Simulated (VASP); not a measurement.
A run of VASP 6.6.1:

Contents of INCAR:

```
SYSTEM = Li
  ALGO = Normal
  EDIFF = 1E-7
  ENCUT = 520
  ISIF = 2
  ISMEAR = 1
  LASPH = .TRUE.
  LCHARG = .FALSE.
  LREAL = .FALSE.
  LWAVE = .FALSE.
  NBANDS = 8
  NELM = 60
  PREC = Accurate
  SIGMA = 0.1
```

Contents of KPOINTS:

```
k-points
0
G
  10 10 10
  0 0 0
```

Contents of POSCAR:

```
Li
1.0
   -1.6835444228      1.6835444228      1.6835444228
    1.6835444228     -1.6835444228      1.6835444228
    1.6835444228      1.6835444228     -1.6835444228
Li
1
Direct
    0.0000000000      0.0000000000      0.0000000000
```

Potentials or basis: VASP PAW LDA potentials, release 64 (Li_sv).

Launch:

```console
$ cat potpaw_LDA.64/Li_sv/POTCAR > POTCAR
$ mpirun -np 1 vasp_std > vasp.out
```

Hardware: 1 thread of AMD EPYC 9R45 96-Core Processor (Zen 5), with other jobs on the host.

Problem. Estimate the wall time of this run.

Solution. It took 2.8 s on 1 thread of AMD EPYC 9R45 96-Core Processor (Zen 5), with other jobs on the host, peak memory 0.09 GiB. Counts: scf iterations 10, k points 47.
